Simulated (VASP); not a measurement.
# RbCl (Fm-3m) in VASP: further runs

RbCl is run at these levels: LDA; tasks: single point.

Everything below comes from runs of VASP 6.6.1. Logs are shortened: lines on timing, memory, paths and dates and some standing lists are left out, and cuts for length are marked.

**1. The cell of the first run**

It takes space group Fm-3m (No. 225, cubic). Conventional cell: a = 6.613 Å, b = 6.613 Å, c = 6.613 Å, α = 90.00°, β = 90.00°, γ = 90.00°. Within 4.3 Å of Rb (site symmetry m-3m) lie 6 Cl at 3.31 Å. Cl (site symmetry m-3m) has 6 Rb at 3.31 Å within 4.3 Å.

**2. Single point, LDA**

The input, INCAR:

```
SYSTEM = RbCl
ALGO     = Normal         ! electronic algorithm
EDIFF    = 1E-6           ! SCF threshold, eV
ENCUT    = 500            ! plane-wave cutoff, eV
GGA_COMPAT= .FALSE.      
ISIF     = 2              ! what is computed and relaxed
ISMEAR   = 0              ! smearing method
LASPH    = .TRUE.         ! aspherical terms in the spheres
LCHARG   = .TRUE.         ! write CHGCAR
LELF     = .TRUE.         ! ELF
LREAL    = .FALSE.        ! projectors in reciprocal space
LVHAR    = .TRUE.       
LWAVE    = .FALSE.        ! write WAVECAR
NBANDS   = 15             ! bands
NELM     = 120            ! most SCF steps
PREC     = Accurate       ! precision mode
SIGMA    = 0.01           ! smearing width, eV
```

The input, KPOINTS:

```
k-points
0
G
  6 6 6
  0 0 0
```

The input, POSCAR:

```
RbCl
1.0
    0.0000000000      3.3064179499      3.3064179499
    3.3064179499      0.0000000000      3.3064179499
    3.3064179499      3.3064179499      0.0000000000
Rb Cl
1 1
Direct
    0.0000000000      0.0000000000      0.0000000000
    0.5000000000      0.5000000000      0.5000000000
```

Potentials or basis: VASP PAW LDA potentials, release 64 (Rb_sv, Cl).

On the command line:

```bash
cat potpaw_LDA.64/Rb_sv/POTCAR potpaw_LDA.64/Cl/POTCAR > POTCAR
mpirun -np 1 vasp_std > vasp.out
```

OUTCAR:

```text
SYSTEM = RbCl
   EDIFF = 1E-6
   ENCUT = 500
   ISIF = 2
   ISMEAR = 0
   LASPH = .TRUE.
   LREAL = .FALSE.
   NELM = 120
   PREC = Accurate

 ion  position               nearest neighbor table
   1  0.000  0.000  0.000-   2 3.31   2 3.31   2 3.31   2 3.31   2 3.31   2 3.31
   2  0.500  0.500  0.500-   1 3.31   1 3.31   1 3.31   1 3.31   1 3.31   1 3.31

  LATTYP: Found a face centered cubic cell.
 ALAT       =     6.6128358998

  Lattice vectors:

 A1 = (   0.0000000000,   3.3064179499,   3.3064179499)
 A2 = (   3.3064179499,   0.0000000000,   3.3064179499)
 A3 = (   3.3064179499,   3.3064179499,   0.0000000000)

Analysis of symmetry for initial positions (statically):
=====================================================================
 Subroutine PRICEL returns:
 Original cell was already a primitive cell.

 Routine SETGRP: Setting up the symmetry group for a
 face centered cubic supercell.

 Subroutine GETGRP returns: Found 48 space group operations
 (whereof 48 operations were pure point group operations)
 out of a pool of 48 trial point group operations.

The static configuration has the point symmetry O_h .

Analysis of symmetry for dynamics (positions and initial velocities):
=====================================================================
 Subroutine PRICEL returns:
 Original cell was already a primitive cell.

 Routine SETGRP: Setting up the symmetry group for a
 face centered cubic supercell.

 Subroutine GETGRP returns: Found 48 space group operations
 (whereof 48 operations were pure point group operations)
 out of a pool of 48 trial point group operations.

The dynamic configuration has the point symmetry O_h .

 Subroutine INISYM returns: Found 48 space group operations
 (whereof 48 operations are pure point group operations),
 and found     1 'primitive' translations

----------------------------------------------------------------------------------------

                                     Primitive cell

  volume of cell :      72.2942

  direct lattice vectors                    reciprocal lattice vectors
     0.000000000  3.306417950  3.306417950    -0.151221052  0.151221052  0.151221052
     3.306417950  0.000000000  3.306417950     0.151221052 -0.151221052  0.151221052
     3.306417950  3.306417950  0.000000000     0.151221052  0.151221052 -0.151221052

  length of vectors
     4.675981108  4.675981108  4.675981108     0.261922545  0.261922545  0.261922545

  position of ions in fractional coordinates (direct lattice)
     0.000000000  0.000000000  0.000000000
     0.500000000  0.500000000  0.500000000

  ion indices of the primitive-cell ions
   primitive index   ion index
                 1           1
                 2           2

----------------------------------------------------------------------------------------

 KPOINTS: k-points

Automatic generation of k-mesh.
 Grid dimensions read from file:
 generate k-points for:    6    6    6

 Generating k-lattice:

  Cartesian coordinates                     Fractional coordinates (reciprocal lattice)
    -0.025203509  0.025203509  0.025203509     0.166666667  0.000000000  0.000000000
     0.025203509 -0.025203509  0.025203509     0.000000000  0.166666667  0.000000000
     0.025203509  0.025203509 -0.025203509     0.000000000  0.000000000  0.166666667

  Length of vectors
     0.043653757  0.043653757  0.043653757

  Shift w.r.t. Gamma in fractional coordinates (k-lattice)
     0.000000000  0.000000000  0.000000000

 Subroutine IBZKPT returns following result:
 ===========================================

 Found     16 irreducible k-points:

 Following reciprocal coordinates:
            Coordinates               Weight
  0.000000  0.000000  0.000000      1.000000
  0.166667  0.000000  0.000000      8.000000
  0.333333  0.000000  0.000000      8.000000
  0.500000  0.000000  0.000000      4.000000
  0.166667  0.166667  0.000000      6.000000
  0.333333  0.166667  0.000000     24.000000
[... 8 lines left out ...]
 -0.333333  0.333333  0.166667     24.000000
 -0.333333  0.500000  0.166667     12.000000
   k-points           NKPTS =     16   k-points in BZ     NKDIM =     16   number of bands    NBANDS=     15
   number of dos      NEDOS =    301   number of ions     NIONS =      2
   total plane-waves  NPLWV =  46656
   dimension x,y,z NGX =    36 NGY =   36 NGZ =   36
   dimension x,y,z NGXF=    72 NGYF=   72 NGZF=   72
   ions per type =               1   1
   NGX,Y,Z   is equivalent  to a cutoff of  12.80, 12.80, 12.80 a.u.
   NGXF,Y,Z  is equivalent  to a cutoff of  25.60, 25.60, 25.60 a.u.
 SYSTEM =  RbCl
   PREC   = accura    normal or accurate (medium, high low for compatibility)
   ISTART =      0    job   : 0-new  1-cont  2-samecut
   ICHARG =      2    charge: 1-file 2-atom 10-const
   ISPIN  =      1    spin polarized calculation?
   LNONCOLLINEAR =      F non collinear calculations
   LSORBIT =      F    spin-orbit coupling
   LASPH  =      T    aspherical Exc in radial PAW
   ENCUT  =  500.0 eV  36.75 Ry    6.06 a.u.   8.53  8.53  8.53*2*pi/ulx,y,z
   NELM   =    120;   NELMIN=  2; NELMDL= -5     # of ELM steps
   EDIFF  = 0.1E-05   stopping-criterion for ELM
   LREAL  =      F    real-space projection
   EDIFFG = 0.1E-04   stopping-criterion for IOM
   NSW    =      0    number of steps for IOM
   IBRION =     -1    ionic relax: 0-MD 1-quasi-New 2-CG
   NFREE  =      0    steps in history (QN), initial steepest desc. (CG)
   ISIF   =      2    stress and relaxation
   ISYM   =      2    0-nonsym 1-usesym 2-fastsym
   POTIM  = 0.5000    time-step for ionic-motion
   TEBEG  =    0.0;   TEEND  =   0.0 temperature during run
   PSTRESS=    0.0 pullay stress
   NELECT =      16.0000    total number of electrons
   NUPDOWN=      -1.0000    fix difference up-down
   EMIN   =  10.00;   EMAX   =-10.00  energy-range for DOS
   EFERMI =   0.00;   METHOD = LEGACY
   ISMEAR =     0;   SIGMA  =   0.01  broadening in eV -4-tet -1-fermi 0-gaus
   EFERMI_NEDOS =   21; number of points for ismear=-14 and -15
   IALGO  =     38    algorithm
   IMIX   =      4    mixing-type and parameters
     AMIX     =   0.40;   BMIX     =  1.00
     AMIX_MAG =   1.60;   BMIX_MAG =  1.00
  volume/ion in A,a.u.               =      36.15       243.93
  Fermi-wavevector in a.u.,A,eV,Ry     =   0.990255  1.871311 13.341943  0.980605
  Thomas-Fermi vector in A             =   2.121912
   LORBIT       =      0    0 simple, 1 ext, 2 COOP (PROOUT), +10 PAW based schemes
   GGA     = CA    functional components
   LHFCALC =     F    Hartree Fock is set to
   AEXX    =    0.0000 exact exchange contribution
   IVDW    =     0    specifies the selected vdW correction
   LEPSILON=     F    determine dielectric tensor
   LRPA    =     F    only Hartree local field effects (RPA)
 non-spin polarized calculation
 Gauss-broadening in eV      SIGMA  =   0.01
  energy-cutoff  :      500.00
  volume of cell :       72.29
 maximum number of plane-waves:      1853
 NGX is ok and might be reduce to    36
   NGX = 17   NGY = 17   NGZ = 17

 number of electron      16.0000001 magnetization

 Free energy of the ion-electron system (eV)
  ---------------------------------------------------
  ext. energy  EPLUGINS =         0.00000000
  ---------------------------------------------------
  free energy    TOTEN  =        -7.22368979 eV

  energy without entropy =       -7.22368979  energy(sigma->0) =       -7.22368979

 E-fermi :  -2.0919     XC(G=0):  -7.8449

 val. band max:       -2.1983996928   @ k =   0.0000   0.0000   0.0000
 cond. band min:       2.3157115929   @ k =   0.0000   0.0000   0.0000
 fundamental gap:      4.5141112858
 Fermi energy:        -2.0919139193

 k-point     1 :       0.0000    0.0000    0.0000
  band No.  band energies     occupation
      1     -26.0138      2.00000
      2     -14.0871      2.00000
      3     -10.1276      2.00000
      4     -10.1276      2.00000
      5     -10.1276      2.00000
      6      -2.1984      2.00000
      7      -2.1984      2.00000
      8      -2.1984      2.00000
      9       2.3157      0.00000
     10       5.5038      0.00000
     11       5.5038      0.00000
     12       5.5038      0.00000
     13       6.5359      0.00000
     14       6.5359      0.00000
     15       9.3443      0.00000

 k-point     2 :       0.1667    0.0000    0.0000
  band No.  band energies     occupation
      1     -26.0099      2.00000
      2     -14.1027      2.00000
      3     -10.1311      2.00000
      4     -10.1311      2.00000
      5     -10.1221      2.00000
      6      -2.4747      2.00000
      7      -2.2904      2.00000
      8      -2.2904      2.00000
      9       2.9489      0.00000
     10       5.2985      0.00000
     11       5.8484      0.00000
     12       5.8484      0.00000
     13       6.9379      0.00000
     14       6.9379      0.00000
     15      10.4382      0.00000

 k-point     3 :       0.3333    0.0000    0.0000
  band No.  band energies     occupation
      1     -26.0020      2.00000
      2     -14.1333      2.00000
      3     -10.1378      2.00000
      4     -10.1378      2.00000
      5     -10.1114      2.00000
      6      -2.9206      2.00000
      7      -2.4636      2.00000
      8      -2.4636      2.00000
      9       4.2916      0.00000
     10       5.2501      0.00000
     11       6.7986      0.00000
     12       6.7986      0.00000
     13       7.9471      0.00000
     14       7.9471      0.00000
     15      10.2954      0.00000
[... 199 lines left out ...]
 k-point    15 :      -0.3333    0.3333    0.1667
  band No.  band energies     occupation
      1     -25.9945      2.00000
      2     -14.0896      2.00000
      3     -10.2711      2.00000
      4     -10.2644      2.00000
      5     -10.1202      2.00000
      6      -2.7699      2.00000
      7      -2.4802      2.00000
      8      -2.4775      2.00000
      9       5.1171      0.00000
     10       5.1943      0.00000
     11       7.0116      0.00000
     12       7.0262      0.00000
     13       8.5281      0.00000
     14       9.1656      0.00000
     15       9.5293      0.00000

 k-point    16 :      -0.3333    0.5000    0.1667
  band No.  band energies     occupation
      1     -25.9934      2.00000
      2     -14.0610      2.00000
      3     -10.3530      2.00000
      4     -10.2721      2.00000
      5     -10.1464      2.00000
      6      -2.5729      2.00000
      7      -2.5054      2.00000
      8      -2.3904      2.00000
      9       4.3541      0.00000
     10       5.9591      0.00000
     11       6.2035      0.00000
     12       7.3164      0.00000
     13       8.4272      0.00000
     14       9.3587      0.00000
     15       9.7159      0.00000

------------------------ aborting loop because EDIFF is reached ----------------------------------------

  FORCE on cell =-STRESS in cart. coord.  units (eV):
  Direction    XX          YY          ZZ          XY          YZ          ZX
  --------------------------------------------------------------------------------------
  -------------------------------------------------------------------------------------
  Total       -0.8046112     -0.8046112     -0.8046112      0.0000000      0.0000000      0.0000000
  in kB      -17.8317267    -17.8317267    -17.8317267      0.0000000      0.0000000      0.0000000
  external PRESSURE =     -17.8317267 kB  Pullay stress =       0.0000000 kB

 VOLUME and BASIS-vectors are now :
 -----------------------------------------------------------------------------
  energy-cutoff  :      500.00
  volume of cell :       72.29
      direct lattice vectors                 reciprocal lattice vectors
     0.000000000  3.306417950  3.306417950    -0.151221052  0.151221052  0.151221052
     3.306417950  0.000000000  3.306417950     0.151221052 -0.151221052  0.151221052
     3.306417950  3.306417950  0.000000000     0.151221052  0.151221052 -0.151221052

 POSITION                                       TOTAL-FORCE (eV/Angst)
 -----------------------------------------------------------------------------------
      0.00000      0.00000      0.00000         0.000000      0.000000     -0.000000
      3.30642      3.30642      3.30642        -0.000000     -0.000000      0.000000
 -----------------------------------------------------------------------------------
    total drift:                                0.000000      0.000000      0.000000

  FREE ENERGIE OF THE ION-ELECTRON SYSTEM (eV)
  ---------------------------------------------------
  free  energy   TOTEN  =        -7.2236897879 eV

  energy  without entropy=       -7.2236897879  energy(sigma->0) =       -7.22368979
```

Run time: 16 s. Hardware: 1 thread of Intel Xeon Platinum 8488C (Sapphire Rapids), shared host; peak memory 0.17 GiB.

Results:

```yaml
Free_energy: -7.2237 eV
Pressure: -1.8 GPa
Band_gap_on_the_k_mesh: 4.51 eV, direct
```

Levels at points of the mesh, in eV from the valence-band top:
| k point | band 5 | band 6 | band 7 | band 8 | band 9 | band 10 | band 11 | band 12 |
| --- | --- | --- | --- | --- | --- | --- | --- | --- |
| (0.00, 0.00, 0.00) | -7.93 | 0.00 | 0.00 | 0.00 | 4.51 | 7.70 | 7.70 | 7.70 |
| (0.50, 0.00, 0.00) | -7.91 | -0.91 | -0.35 | -0.35 | 7.30 | 7.58 | 9.86 | 9.86 |
| (0.50, 0.50, 0.00) | -8.03 | -0.34 | -0.11 | -0.11 | 5.86 | 7.64 | 9.20 | 9.87 |

**3. Single point, LDA**

This run uses another cell than the first one, of 37.20 Å³/atom, 1.029 times its volume.

The input, INCAR:

```
PREC = Accurate
ENCUT = 500
EDIFF = 1E-6
ISMEAR = 0
SIGMA = 0.01
LREAL = False
LASPH = True
NELM = 120
ALGO = Normal
ISIF = 2
LWAVE = False
LCHARG = True
GGA = CA
LELF = True
LVHAR = True
NBANDS = 15
GGA_COMPAT = False
```

The input, KPOINTS:

```
regular mesh
0
Gamma
  6 6 6
```

The input, POSCAR:

```
RbCl
1.0
    0.0000000000      3.3382123806      3.3382123806
    3.3382123806      0.0000000000      3.3382123806
    3.3382123806      3.3382123806      0.0000000000
Rb Cl
1 1
Direct
    0.0000000000      0.0000000000      0.0000000000
    0.5000000000      0.5000000000      0.5000000000
```

Potentials or basis: VASP PAW LDA potentials, release 64 (Rb_sv, Cl).

On the command line:

```bash
cat potpaw_LDA.64/Rb_sv/POTCAR potpaw_LDA.64/Cl/POTCAR > POTCAR
mpirun -np 1 vasp_std > vasp.out
```

It took 20 s on 1 thread of Intel Xeon Platinum 8488C (Sapphire Rapids), shared host; peak memory 0.17 GiB.

It converged, with:

```yaml
Free_energy: -7.1986 eV
Pressure: -2.1 GPa
Band_gap_on_the_k_mesh: 4.43 eV, direct
```

Levels at points of the mesh, in eV from the valence-band top:
| k point | band 6 | band 7 | band 8 | band 9 | band 10 | band 11 |
| --- | --- | --- | --- | --- | --- | --- |
| (0.00, 0.00, 0.00) | 0.00 | 0.00 | 0.00 | 4.43 | 7.68 | 7.68 |
| (0.50, 0.00, 0.00) | -0.87 | -0.32 | -0.32 | 7.20 | 7.47 | 9.76 |
| (0.50, 0.50, 0.00) | -0.35 | -0.11 | -0.11 | 5.88 | 7.52 | 9.05 |
